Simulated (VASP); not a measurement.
# Pd (Fm-3m) in VASP: notebook

Pd is run at these levels: BLYP+D3(BJ); tasks: single point.

All numbers are computed with VASP 6.6.1; they aren't measurements. Logs are shortened: lines on timing, memory, paths and dates and some standing lists are left out, and cuts for length are marked.

## Step 1: The cell of the first run

The structure is cubic, space group Fm-3m (No. 225). The conventional cell has a = 3.840 Å, b = 3.840 Å, c = 3.840 Å, α = 90.00°, β = 90.00°, γ = 90.00°. Pd (site symmetry m-3m) has 12 Pd at 2.72 Å within 3.6 Å.

## Step 2: Single point, BLYP+D3(BJ)

File INCAR:

```
SYSTEM = Pd
PREC = Accurate
ENCUT = 520
EDIFF = 1E-7
ISMEAR = -1
SIGMA = 0.05
LREAL = .FALSE.
LASPH = .TRUE.
NELM = 100
ALGO = Normal
ISIF = 2
LWAVE = .FALSE.
LCHARG = .FALSE.
GGA = B5
ALDAX = 1.0
AGGAX = 1.0
AGGAC = 1.0
ALDAC = 0.0
IVDW = 12
VDW_S6 = 1.0
VDW_S8 = 2.6996
VDW_A1 = 0.4298
VDW_A2 = 4.2359
NBANDS = 11
```

File KPOINTS:

```
Automatic mesh
0
G
  12 12 12
  0 0 0
```

File POSCAR:

```
Pd
1.0
    0.0000000000      1.9201927211      1.9201927211
    1.9201927211      0.0000000000      1.9201927211
    1.9201927211      1.9201927211      0.0000000000
Pd
1
Direct
    0.0000000000      0.0000000000      0.0000000000
```

Potentials or basis: VASP PAW PBE potentials, release 64 (Pd).

Run with:

```bash
$ cat potpaw_PBE.64/Pd/POTCAR > POTCAR
$ mpirun -np 1 vasp_std > vasp.out
```

OUTCAR:

```text
SYSTEM = Pd
   PREC = Accurate
   ENCUT = 520
   EDIFF = 1E-7
   ISMEAR = -1
   LREAL = .FALSE.
   LASPH = .TRUE.
   NELM = 100
   ISIF = 2
   GGA = B5
   IVDW = 12
 IVDW          = 12

 ion  position               nearest neighbor table
   1  0.000  0.000  0.000-

  LATTYP: Found a face centered cubic cell.
 ALAT       =     3.8403854422

  Lattice vectors:

 A1 = (   0.0000000000,   1.9201927211,   1.9201927211)
 A2 = (   1.9201927211,   0.0000000000,   1.9201927211)
 A3 = (   1.9201927211,   1.9201927211,   0.0000000000)

Analysis of symmetry for initial positions (statically):
[... 33 lines left out ...]
                                     Primitive cell

  volume of cell :      14.1600

  direct lattice vectors                    reciprocal lattice vectors
     0.000000000  1.920192721  1.920192721    -0.260390530  0.260390530  0.260390530
     1.920192721  0.000000000  1.920192721     0.260390530 -0.260390530  0.260390530
     1.920192721  1.920192721  0.000000000     0.260390530  0.260390530 -0.260390530

  length of vectors
     2.715562589  2.715562589  2.715562589     0.451009627  0.451009627  0.451009627

  position of ions in fractional coordinates (direct lattice)
     0.000000000  0.000000000  0.000000000

  ion indices of the primitive-cell ions
   primitive index   ion index
                 1           1

----------------------------------------------------------------------------------------

 KPOINTS: Automatic mesh

Automatic generation of k-mesh.
 Grid dimensions read from file:
 generate k-points for:   12   12   12

 Generating k-lattice:

  Cartesian coordinates                     Fractional coordinates (reciprocal lattice)
    -0.021699211  0.021699211  0.021699211     0.083333333  0.000000000  0.000000000
     0.021699211 -0.021699211  0.021699211     0.000000000  0.083333333  0.000000000
     0.021699211  0.021699211 -0.021699211     0.000000000  0.000000000  0.083333333

  Length of vectors
     0.037584136  0.037584136  0.037584136

  Shift w.r.t. Gamma in fractional coordinates (k-lattice)
     0.000000000  0.000000000  0.000000000

 Subroutine IBZKPT returns following result:
 ===========================================

 Found     72 irreducible k-points:

 Following reciprocal coordinates:
            Coordinates               Weight
  0.000000  0.000000  0.000000      1.000000
  0.083333  0.000000  0.000000      8.000000
  0.166667  0.000000  0.000000      8.000000
  0.250000  0.000000  0.000000      8.000000
  0.333333  0.000000  0.000000      8.000000
  0.416667  0.000000  0.000000      8.000000
[... 16 lines left out ...]
  0.500000  0.166667  0.000000     24.000000
 -0.416667  0.166667  0.000000     24.000000
 [... further k-points ...]
   k-points           NKPTS =     72   k-points in BZ     NKDIM =     72   number of bands    NBANDS=     11
   number of dos      NEDOS =    301   number of ions     NIONS =      1
   total plane-waves  NPLWV =   8000
   dimension x,y,z NGX =    20 NGY =   20 NGZ =   20
   dimension x,y,z NGXF=    40 NGYF=   40 NGZF=   40
   ions per type =               1
   NGX,Y,Z   is equivalent  to a cutoff of  12.24, 12.24, 12.24 a.u.
   NGXF,Y,Z  is equivalent  to a cutoff of  24.49, 24.49, 24.49 a.u.
 SYSTEM =  Pd
   PREC   = accura    normal or accurate (medium, high low for compatibility)
   ISTART =      0    job   : 0-new  1-cont  2-samecut
   ICHARG =      2    charge: 1-file 2-atom 10-const
   ISPIN  =      1    spin polarized calculation?
   LNONCOLLINEAR =      F non collinear calculations
   LSORBIT =      F    spin-orbit coupling
   LASPH  =      T    aspherical Exc in radial PAW
   ENCUT  =  520.0 eV  38.22 Ry    6.18 a.u.   5.05  5.05  5.05*2*pi/ulx,y,z
   NELM   =    100;   NELMIN=  2; NELMDL= -5     # of ELM steps
   EDIFF  = 0.1E-06   stopping-criterion for ELM
   LREAL  =      F    real-space projection
   EDIFFG = 0.1E-05   stopping-criterion for IOM
   NSW    =      0    number of steps for IOM
   IBRION =     -1    ionic relax: 0-MD 1-quasi-New 2-CG
   NFREE  =      0    steps in history (QN), initial steepest desc. (CG)
   ISIF   =      2    stress and relaxation
   ISYM   =      2    0-nonsym 1-usesym 2-fastsym
   POTIM  = 0.5000    time-step for ionic-motion
   TEBEG  =    0.0;   TEEND  =   0.0 temperature during run
   PSTRESS=    0.0 pullay stress
   NELECT =      10.0000    total number of electrons
   NUPDOWN=      -1.0000    fix difference up-down
   EMIN   =  10.00;   EMAX   =-10.00  energy-range for DOS
   EFERMI =   0.00;   METHOD = LEGACY
   ISMEAR =    -1;   SIGMA  =   0.05  broadening in eV -4-tet -1-fermi 0-gaus
   EFERMI_NEDOS =   21; number of points for ismear=-14 and -15
   IALGO  =     38    algorithm
   IMIX   =      4    mixing-type and parameters
     AMIX     =   0.40;   BMIX     =  1.00
     AMIX_MAG =   1.60;   BMIX_MAG =  1.00
  volume/ion in A,a.u.               =      14.16        95.56
  Fermi-wavevector in a.u.,A,eV,Ry     =   1.457874  2.754983 28.917779  2.125397
  Thomas-Fermi vector in A             =   2.574625
   LORBIT       =      0    0 simple, 1 ext, 2 COOP (PROOUT), +10 PAW based schemes
   GGA     = B5    functional components
   LHFCALC =     F    Hartree Fock is set to
   AEXX    =    0.0000 exact exchange contribution
   IVDW    =    12    specifies the selected vdW correction
   LEPSILON=     F    determine dielectric tensor
   LRPA    =     F    only Hartree local field effects (RPA)
 non-spin polarized calculation
  energy-cutoff  :      520.00
  volume of cell :       14.16
 maximum number of plane-waves:       392
   NGX =  9   NGY =  9   NGZ =  9

 number of electron      10.0000005 magnetization

 Free energy of the ion-electron system (eV)
  ---------------------------------------------------
  ext. energy  EPLUGINS =         0.00000000
  ---------------------------------------------------
  free energy    TOTEN  =        -4.22137842 eV

  energy without entropy =       -4.20315662  energy(sigma->0) =       -4.21226752

 E-fermi :  10.9881     XC(G=0): -12.7944

 val. band max:       10.9873983958   @ k =  -0.4167   0.4167   0.1667
 cond. band min:      10.9918586878   @ k =   0.5000   0.0833   0.0000
 fundamental gap:      0.0044602919
 Fermi energy:        10.9880757661

 k-point     1 :       0.0000    0.0000    0.0000
  band No.  band energies     occupation
      1       3.7240      2.00000
      2       7.9653      2.00000
      3       7.9653      2.00000
      4       7.9653      2.00000
      5       9.6760      2.00000
      6       9.6760      2.00000
      7      28.5327      0.00000
      8      33.3772      0.00000
      9      33.3772      0.00000
     10      33.3772      0.00000
     11      36.7062      0.00000

 k-point     2 :       0.0833    0.0000    0.0000
  band No.  band energies     occupation
      1       3.9838      2.00000
      2       7.8765      2.00000
      3       8.0557      2.00000
      4       8.0557      2.00000
      5       9.6342      2.00000
      6       9.6342      2.00000
      7      28.8185      0.00000
      8      31.9437      0.00000
      9      33.6949      0.00000
     10      33.6949      0.00000
     11      36.7317      0.00000

 k-point     3 :       0.1667    0.0000    0.0000
  band No.  band energies     occupation
      1       4.6780      2.00000
      2       7.7339      2.00000
      3       8.2383      2.00000
      4       8.2383      2.00000
      5       9.6074      2.00000
      6       9.6074      2.00000
      7      28.8048      0.00000
      8      29.9138      0.00000
      9      34.5344      0.00000
     10      34.5344      0.00000
     11      36.7276      0.00000

 k-point     4 :       0.2500    0.0000    0.0000
  band No.  band energies     occupation
      1       5.4013      2.00000
      2       8.0145      2.00000
      3       8.2745      2.00000
      4       8.2745      2.00000
      5       9.8410      2.00000
      6       9.8410      2.00000
      7      26.0862      0.00000
      8      29.6926      0.00000
      9      35.3082      0.00000
     10      35.3082      0.00000
     11      36.6775      0.00000

 k-point     5 :       0.3333    0.0000    0.0000
  band No.  band energies     occupation
      1       5.5846      2.00000
      2       8.1274      2.00000
      3       8.1274      2.00000
      4       9.3012      2.00000
      5      10.3315      2.00000
      6      10.3315      2.00000
      7      22.9720      0.00000
      8      28.9224      0.00000
      9      34.3803      0.00000
     10      34.3803      0.00000
     11      36.7067      0.00000
[... 211 lines left out ...]
 k-point    21 :       0.3333    0.1667    0.0000
  band No.  band energies     occupation
      1       6.0964      2.00000
      2       7.1736      2.00000
      3       8.1702      2.00000
      4       8.8651      2.00000
      5      10.5545      1.99966
      6      10.6107      1.99895
      7      25.5258      0.00000
      8      29.8433      0.00000
      9      30.4825      0.00000
     10      32.7385      0.00000
     11      36.6485      0.00000

 k-point    22 :       0.4167    0.1667    0.0000
  band No.  band energies     occupation
      1       6.0666      2.00000
      2       7.5499      2.00000
      3       8.2126      2.00000
      4       8.7146      2.00000
      5      10.9306      1.51920
      6      12.3250      0.00000
      7      22.2768      0.00000
      8      28.8228      0.00000
      9      30.1032      0.00000
     10      31.9466      0.00000
     11      36.7541      0.00000

 k-point    23 :       0.5000    0.1667    0.0000
  band No.  band energies     occupation
      1       6.0148      2.00000
      2       7.4689      2.00000
      3       8.5577      2.00000
      4       8.7848      2.00000
      5      11.0263      0.63554
      6      14.3047      0.00000
      7      19.4874      0.00000
      8      27.9626      0.00000
      9      30.3504      0.00000
     10      30.9042      0.00000
     11      36.7560      0.00000

 k-point    24 :      -0.4167    0.1667    0.0000
  band No.  band energies     occupation
      1       6.0711      2.00000
      2       7.4728      2.00000
      3       8.4830      2.00000
      4       9.0074      2.00000
      5      10.7358      1.98720
      6      14.8815      0.00000
      7      18.9721      0.00000
      8      27.3891      0.00000
      9      30.3520      0.00000
     10      31.4347      0.00000
     11      36.7520      0.00000

 [... further k-points ...]

------------------------ aborting loop because EDIFF is reached ----------------------------------------

 Edisp (eV)   -1.59834

 E8    (eV) :    -1.1823

  FORCE on cell =-STRESS in cart. coord.  units (eV):
  Direction    XX          YY          ZZ          XY          YZ          ZX
  --------------------------------------------------------------------------------------
  -------------------------------------------------------------------------------------
  Total       0.87853     0.87853     0.87853    -0.00000    -0.00000     0.00000
  in kB      99.40341    99.40341    99.40341    -0.00000    -0.00000     0.00000
  external pressure =       99.40 kB  Pullay stress =        0.00 kB

 VOLUME and BASIS-vectors are now :
 -----------------------------------------------------------------------------
  energy-cutoff  :      520.00
  volume of cell :       14.16
      direct lattice vectors                 reciprocal lattice vectors
     0.000000000  1.920192721  1.920192721    -0.260390530  0.260390530  0.260390530
     1.920192721  0.000000000  1.920192721     0.260390530 -0.260390530  0.260390530
     1.920192721  1.920192721  0.000000000     0.260390530  0.260390530 -0.260390530

 POSITION                                       TOTAL-FORCE (eV/Angst)
 -----------------------------------------------------------------------------------
      0.00000      0.00000      0.00000         0.000000      0.000000      0.000000
 -----------------------------------------------------------------------------------
    total drift:                               -0.000000     -0.000000     -0.000000

  FREE ENERGIE OF THE ION-ELECTRON SYSTEM (eV)
  ---------------------------------------------------
  free  energy   TOTEN  =        -5.8197174838 eV

  energy  without entropy=       -5.8014956844  energy(sigma->0) =       -5.81060658
```

Wall time 12 s (1 thread of AMD EPYC 7R13 (Zen 3), shared host); peak memory 0.11 GiB.

Results:

| Property | Result |
| --- | --- |
| Free energy | -5.8197 eV |
| Pressure | 9.9 GPa |
| Band gap on the k mesh | zero (band 5 reaches 11.33 eV, above the bottom of band 6 at 9.61 eV) |
| Dispersion energy per atom | -1.598 eV |

Levels at points of the mesh, in eV from the Fermi level:
```
           k point  band 2  band 3  band 4  band 5  band 6  band 7  band 8  band 9
(0.00, 0.00, 0.00)   -3.02   -3.02   -3.02   -1.31   -1.31   17.54   22.39   22.39
(0.50, 0.00, 0.00)   -3.08   -3.08   -0.01   -0.01    1.22    7.72   16.95   21.55
(0.50, 0.50, 0.00)   -5.40   -0.05    0.34    0.34    3.58   11.32   13.56   13.56
```

Caveat: the PAW data sets were made with another functional, which shifts forces and pressure a little; pairwise dispersion overbinds metals, which lowers pressure and volume.

## Step 3: Single point, BLYP+D3(BJ)

This run uses another cell than the first one, of 14.46 Å³/atom, 1.021 times its volume.

File INCAR:

```
SYSTEM = Pd
AGGAC = 1.0
AGGAX = 1.0
ALDAC = 0.0
ALDAX = 1.0
ALGO = Normal
EDIFF = 1E-6
ENCUT = 520
GGA = B5
ISIF = 2
ISMEAR = -1
IVDW = 12
LASPH = .TRUE.
LCHARG = .TRUE.
LELF = .TRUE.
LREAL = .FALSE.
LVHAR = .TRUE.
LWAVE = .FALSE.
NBANDS = 11
NELM = 60
PREC = Accurate
SIGMA = 0.05
VDW_A1 = 0.4298
VDW_A2 = 4.2359
VDW_S6 = 1.0
VDW_S8 = 2.6996
```

File KPOINTS:

```
k-points
0
G
  12 12 12
  0 0 0
```

File POSCAR:

```
Pd
1.0
    0.0000000000      1.9334358480      1.9334358480
    1.9334358480      0.0000000000      1.9334358480
    1.9334358480      1.9334358480      0.0000000000
Pd
1
Direct
    0.0000000000      0.0000000000      0.0000000000
```

Potentials or basis: VASP PAW PBE potentials, release 64 (Pd).

Run with:

```bash
$ cat potpaw_PBE.64/Pd/POTCAR > POTCAR
$ mpirun -np 1 vasp_std > vasp.out
```

Wall time 11 s (1 thread of AMD EPYC 7R13 (Zen 3), shared host); peak memory 0.11 GiB.

The run converged. Its results:

| Property | Result |
| --- | --- |
| Free energy | -5.8337 eV |
| Pressure | 5.2 GPa |
| Band gap on the k mesh | zero (band 5 reaches 10.95 eV, above the bottom of band 6 at 9.29 eV) |
| Dispersion energy per atom | -1.564 eV |

Levels at points of the mesh, in eV from the Fermi level:
```csv
k point,band 3,band 4,band 5,band 6,band 7,band 8
"(0.00, 0.00, 0.00)",-2.92,-2.92,-1.27,-1.27,17.54,22.27
"(0.50, 0.00, 0.00)",-2.97,-0.01,-0.01,1.26,7.55,16.94
"(0.50, 0.50, 0.00)",-0.05,0.32,0.32,3.57,11.10,13.44
```

Caveat: the PAW data sets were made with another functional, which shifts forces and pressure a little; pairwise dispersion overbinds metals, which lowers pressure and volume.

## Step 4: Single point, BLYP+D3(BJ)

This run uses another cell than the first one, of 14.75 Å³/atom, 1.042 times its volume.

File INCAR:

```
SYSTEM = Pd
PREC = Accurate
ENCUT = 520
EDIFF = 1E-6
ISMEAR = -1
SIGMA = 0.05
LREAL = .FALSE.
LASPH = .TRUE.
NELM = 100
ALGO = Fast
ISIF = 2
LWAVE = .FALSE.
LCHARG = .FALSE.
GGA = B5
ALDAX = 1.0
AGGAX = 1.0
AGGAC = 1.0
ALDAC = 0.0
IVDW = 12
VDW_S6 = 1.0
VDW_S8 = 2.6996
VDW_A1 = 0.4298
VDW_A2 = 4.2359
NBANDS = 11
```

File KPOINTS:

```
Automatic mesh
0
G
  12 12 12
  0 0 0
```

File POSCAR:

```
Pd
1.0
    0.0000000000      1.9465000000      1.9465000000
    1.9465000000      0.0000000000      1.9465000000
    1.9465000000      1.9465000000      0.0000000000
Pd
1
Direct
    0.0000000000      0.0000000000      0.0000000000
```

Run with:

```bash
$ cat potpaw_PBE.64/Pd/POTCAR > POTCAR
$ mpirun -np 1 vasp_std > vasp.out
```

Run time: 12 s. Hardware: 1 thread of AMD EPYC 7R13 (Zen 3), shared host; peak memory 0.11 GiB.

It converged, with:

- Free energy: -5.8396 eV
- Pressure: 1.0 GPa
- Band gap on the k mesh: zero (band 5 reaches 10.59 eV, above the bottom of band 6 at 8.98 eV)
- Dispersion energy per atom: -1.531 eV

Levels at points of the mesh, in eV from the Fermi level:
| k point | band 2 | band 3 | band 4 | band 5 | band 6 | band 7 | band 8 | band 9 |
| --- | --- | --- | --- | --- | --- | --- | --- | --- |
| (0.00, 0.00, 0.00) | -2.83 | -2.83 | -2.83 | -1.23 | -1.23 | 17.54 | 22.14 | 22.14 |
| (0.50, 0.00, 0.00) | -2.88 | -2.88 | -0.01 | -0.01 | 1.30 | 7.38 | 16.93 | 21.14 |
| (0.50, 0.50, 0.00) | -5.06 | -0.05 | 0.31 | 0.31 | 3.57 | 10.88 | 13.33 | 13.33 |

Caveat: the PAW data sets were made with another functional, which shifts forces and pressure a little; pairwise dispersion overbinds metals, which lowers pressure and volume.

## Step 5: Overview

```tsv
cell	gap on the mesh (eV)	pressure (GPa)
a = 2.716 Å, angles 60.0°, 1 atom	none	9.9
a = 2.734 Å, angles 60.0°, 1 atom	none	5.2
a = 2.753 Å, angles 60.0°, 1 atom	none	1.0
```

Alike in all rows: task single point; level BLYP+D3(BJ); potentials or basis VASP PAW PBE potentials, release 64 (Pd); no spin polarisation; k mesh 12 × 12 × 12; cutoff (eV) 520; smearing fermi-dirac 0.05 eV.

Caveats: the PAW data sets were made with another functional, which shifts forces and pressure a little; pairwise dispersion overbinds metals, which lowers pressure and volume.

Total energies depend on the potentials used, so only differences within one code and one set of settings carry meaning.
